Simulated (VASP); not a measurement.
# HfS2 (P-3m1) in VASP: further runs

HfS2 is run at these levels: PBE+D3(BJ); tasks: single point.

All numbers are computed with VASP 6.6.1; they aren't measurements. Logs are shortened: lines on timing, memory, paths and dates and some standing lists are left out, and cuts for length are marked.

### Step 1. The cell of the first run

It takes space group P-3m1 (No. 164, trigonal). The conventional cell has a = 3.363 Å, b = 3.363 Å, c = 5.153 Å, α = 90.00°, β = 90.00°, γ = 120.00°. Hf (site symmetry -3m) has 6 S at 2.45 Å within 3.2 Å. Within 3.2 Å of S (site symmetry 3m) lie 3 Hf at 2.45 Å and 3 S at 2.90 Å.

### Step 2. Single point, PBE+D3(BJ)

INCAR

```
  ALGO = Normal
  EDIFF = 1E-6
  ENCUT = 500
  GGA = PE
  GGA_COMPAT = F
  ISIF = 2
  ISMEAR = 0
  IVDW = 12
  LASPH = T
  LCHARG = F
  LREAL = F
  LWAVE = F
  NBANDS = 18
  NELM = 120
  PREC = Accurate
  SIGMA = 0.02
```

KPOINTS

```
k-points
0
Gamma
  12 12 8
```

POSCAR

```
HfS2
1.0
    3.3625483265      0.0000000000      0.0000000000
   -1.6812741633      2.9120522722      0.0000000000
    0.0000000000      0.0000000000      5.1527291264
Hf S
1 2
Direct
    0.0000000000      0.0000000000      0.0000000000
    0.3333333333      0.6666666667      0.2914348167
    0.6666666667      0.3333333333      0.7085651833
```

Potentials or basis: VASP PAW PBE potentials, release 64 (Hf_pv, S).

The run is started by

```bash
$ cat potpaw_PBE.64/Hf_pv/POTCAR potpaw_PBE.64/S/POTCAR > POTCAR
$ mpirun -np 1 vasp_std > vasp.out
```

OUTCAR:

```text
EDIFF = 1E-6
   ENCUT = 500
   GGA = PE
   ISIF = 2
   ISMEAR = 0
   IVDW = 12
   LASPH = T
   LREAL = F
   NELM = 120
   PREC = Accurate
 IVDW          = 12

 ion  position               nearest neighbor table
   1  0.000  0.000  0.000-   2 2.45   3 2.45   3 2.45   2 2.45   3 2.45   2 2.45
   2  0.333  0.667  0.291-   1 2.45   1 2.45   1 2.45
   3  0.667  0.333  0.709-   1 2.45   1 2.45   1 2.45

  LATTYP: Found a hexagonal cell.
 ALAT       =     3.3625483265
 C/A-ratio  =     1.5323881253

  Lattice vectors:

 A1 = (   3.3625483265,   0.0000000000,   0.0000000000)
 A2 = (  -1.6812741633,   2.9120522722,   0.0000000000)
 A3 = (   0.0000000000,   0.0000000000,   5.1527291264)

Analysis of symmetry for initial positions (statically):
=====================================================================
 Subroutine PRICEL returns:
 Original cell was already a primitive cell.

 Routine SETGRP: Setting up the symmetry group for a
 hexagonal supercell.

 Subroutine GETGRP returns: Found 12 space group operations
 (whereof 12 operations were pure point group operations)
 out of a pool of 24 trial point group operations.

The static configuration has the point symmetry D_3d.

Analysis of symmetry for dynamics (positions and initial velocities):
=====================================================================
 Subroutine PRICEL returns:
 Original cell was already a primitive cell.

 Routine SETGRP: Setting up the symmetry group for a
 hexagonal supercell.

 Subroutine GETGRP returns: Found 12 space group operations
 (whereof 12 operations were pure point group operations)
 out of a pool of 24 trial point group operations.

The dynamic configuration has the point symmetry D_3d.

 Subroutine INISYM returns: Found 12 space group operations
 (whereof 12 operations are pure point group operations),
 and found     1 'primitive' translations

----------------------------------------------------------------------------------------

                                     Primitive cell

  volume of cell :      50.4551

  direct lattice vectors                    reciprocal lattice vectors
[... 84 lines left out ...]
   LNONCOLLINEAR =      F non collinear calculations
   LSORBIT =      F    spin-orbit coupling
   LASPH  =      T    aspherical Exc in radial PAW
   ENCUT  =  500.0 eV  36.75 Ry    6.06 a.u.   6.13  6.13  9.39*2*pi/ulx,y,z
   NELM   =    120;   NELMIN=  2; NELMDL= -5     # of ELM steps
   EDIFF  = 0.1E-05   stopping-criterion for ELM
   LREAL  =      F    real-space projection
   EDIFFG = 0.1E-04   stopping-criterion for IOM
   NSW    =      0    number of steps for IOM
   IBRION =     -1    ionic relax: 0-MD 1-quasi-New 2-CG
   NFREE  =      0    steps in history (QN), initial steepest desc. (CG)
   ISIF   =      2    stress and relaxation
   ISYM   =      2    0-nonsym 1-usesym 2-fastsym
   POTIM  = 0.5000    time-step for ionic-motion
   TEBEG  =    0.0;   TEEND  =   0.0 temperature during run
   PSTRESS=    0.0 pullay stress
   NELECT =      22.0000    total number of electrons
   NUPDOWN=      -1.0000    fix difference up-down
   EMIN   =  10.00;   EMAX   =-10.00  energy-range for DOS
   EFERMI =   0.00;   METHOD = LEGACY
   ISMEAR =     0;   SIGMA  =   0.02  broadening in eV -4-tet -1-fermi 0-gaus
   EFERMI_NEDOS =   21; number of points for ismear=-14 and -15
   IALGO  =     38    algorithm
   IMIX   =      4    mixing-type and parameters
     AMIX     =   0.40;   BMIX     =  1.00
     AMIX_MAG =   1.60;   BMIX_MAG =  1.00
  volume/ion in A,a.u.               =      16.82       113.50
  Fermi-wavevector in a.u.,A,eV,Ry     =   1.241407  2.345918 20.967807  1.541090
  Thomas-Fermi vector in A             =   2.375806
   LORBIT       =      0    0 simple, 1 ext, 2 COOP (PROOUT), +10 PAW based schemes
   GGA     = PE    functional components
   LHFCALC =     F    Hartree Fock is set to
   AEXX    =    0.0000 exact exchange contribution
   IVDW    =    12    specifies the selected vdW correction
   LEPSILON=     F    determine dielectric tensor
   LRPA    =     F    only Hartree local field effects (RPA)
 non-spin polarized calculation
 Gauss-broadening in eV      SIGMA  =   0.02
  energy-cutoff  :      500.00
  volume of cell :       50.46
 maximum number of plane-waves:      1294
 NGX is ok and might be reduce to    28
   NGX = 13   NGY = 13   NGZ = 19

 number of electron      22.0000000 magnetization

 Free energy of the ion-electron system (eV)
  ---------------------------------------------------
  ext. energy  EPLUGINS =         0.00000000
  ---------------------------------------------------
  free energy    TOTEN  =       -21.87821671 eV

  energy without entropy =      -21.87816298  energy(sigma->0) =      -21.87818985

 E-fermi :   6.8040     XC(G=0): -11.2218

 val. band max:        6.7979464184   @ k =   0.0000   0.4167   0.3750
 cond. band min:       6.8528669002   @ k =   0.5000  -0.0000   0.3750
 fundamental gap:      0.0549204818
 Fermi energy:         6.8040270538

 k-point     1 :       0.0000    0.0000    0.0000
  band No.  band energies     occupation
      1     -23.9089      2.00000
      2     -23.6769      2.00000
      3     -23.6769      2.00000
      4      -8.2709      2.00000
      5      -5.0880      2.00000
      6      -0.1757      2.00000
[... 481 lines left out ...]
      5      -5.3219      2.00000
      6       0.4856      2.00000
[... 10 lines left out ...]
     17      13.4067      0.00000
     18      15.0570      0.00000

 [... further k-points ...]

------------------------ aborting loop because EDIFF is reached ----------------------------------------

 Edisp (eV)   -1.34191

 E8    (eV) :    -0.5823

  FORCE on cell =-STRESS in cart. coord.  units (eV):
  Direction    XX          YY          ZZ          XY          YZ          ZX
  --------------------------------------------------------------------------------------
  -------------------------------------------------------------------------------------
  Total       6.16493     6.16493     6.14222    -0.00000     0.00000     0.00000
  in kB     195.76447   195.76447   195.04326    -0.00000     0.00000     0.00000
  external pressure =      195.52 kB  Pullay stress =        0.00 kB

 VOLUME and BASIS-vectors are now :
 -----------------------------------------------------------------------------
  energy-cutoff  :      500.00
  volume of cell :       50.46
      direct lattice vectors                 reciprocal lattice vectors
     3.362548326  0.000000000  0.000000000     0.297393495  0.171700215  0.000000000
    -1.681274163  2.912052272  0.000000000     0.000000000  0.343400429  0.000000000
     0.000000000  0.000000000  5.152729126     0.000000000  0.000000000  0.194071913

 POSITION                                       TOTAL-FORCE (eV/Angst)
 -----------------------------------------------------------------------------------
      0.00000      0.00000      0.00000         0.000000      0.000000      0.000000
     -0.00000      1.94137      1.50168         0.000000      0.000000     -0.063630
      1.68127      0.97068      3.65104        -0.000000     -0.000000      0.063630
 -----------------------------------------------------------------------------------
    total drift:                                0.000000     -0.000000      0.000000

  FREE ENERGIE OF THE ION-ELECTRON SYSTEM (eV)
  ---------------------------------------------------
  free  energy   TOTEN  =       -23.2201247173 eV

  energy  without entropy=      -23.2200709852  energy(sigma->0) =      -23.22009785
```

Wall time 90 s (1 thread of Intel Xeon Platinum 8375C at 2.90GHz (Ice Lake), shared host); peak memory 0.26 GiB.

Results:

| Item | Value |
| --- | --- |
| Free energy | -23.2201 eV |
| Pressure | 19.6 GPa |
| Largest force | 0.064 eV/Å |
| Band gap on the k mesh | zero (bands 11 and 12 overlap by 0.59 eV) |
| Dispersion energy per atom | -0.447 eV |

Forces in eV/Å, atoms in the order of the input:
```
Hf   0.000  0.000  0.000
S    0.000  0.000 -0.064
S    0.000  0.000  0.064
```

Levels at points of the mesh, in eV from the Fermi level:
| k point | band 9 | band 10 | band 11 | band 12 | band 13 | band 14 |
| --- | --- | --- | --- | --- | --- | --- |
| (0.00, 0.00, 0.00) | -0.16 | -0.16 | 0.49 | 1.68 | 1.77 | 1.77 |
| (0.50, 0.00, 0.00) | -2.92 | -2.84 | -2.34 | 0.07 | 4.70 | 5.13 |
| (0.00, 0.00, 0.50) | -3.06 | -0.92 | -0.92 | 1.54 | 1.54 | 2.38 |
| (0.50, 0.00, 0.50) | -3.39 | -0.96 | -0.79 | -0.10 | 4.58 | 4.62 |

Caveat: the cell stands under pressure; spin-orbit coupling is left out, which moves the levels of the heavy elements.

(Continued in part 2 of 2.)

The gap in the log of VASP goes by the Fermi energy; the results here count the filled bands.